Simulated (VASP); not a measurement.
Runs of VASP 6.6.1 on Zn8O7. The typed cell holds 15 atoms: a = 6.500 Å, b = 6.500 Å, c = 5.210 Å, α = 90.00°, β = 90.00°, γ = 120.00°. 

```csv
level,smearing,grid for exact exchange (PRECFOCK),screening parameter,gap on the mesh (eV),pressure (GPa),largest force (eV/Å)
HSE06,fermi-dirac 0.01 eV,Fast,0.2079 1/Å,5.00,-1.8,1.24
HSE06,gaussian 0.01 eV,Fast,0.2079 1/Å,5.00,-1.8,1.24
PBE,fermi-dirac 0.01 eV,-,-,3.05,(a),1.30
PBE,gaussian 0.01 eV,-,-,3.05,3.2,1.30
```

Alike in all rows: task single point; potentials or basis VASP PAW PBE potentials, release 64 (Zn, O); no spin polarisation; cell as given; k mesh 1 × 1 × 1; cutoff (eV) 520.

Estimate the missing entries.

(a) 3.3.

Caveats: all runs use coarse meshes; the PAW data sets were made with another functional, which shifts forces and pressure a little (some runs); forces of over 1 eV/Å act on the atoms, so gaps and moduli don't describe the material at rest (some runs).

A k mesh can miss the band edges.
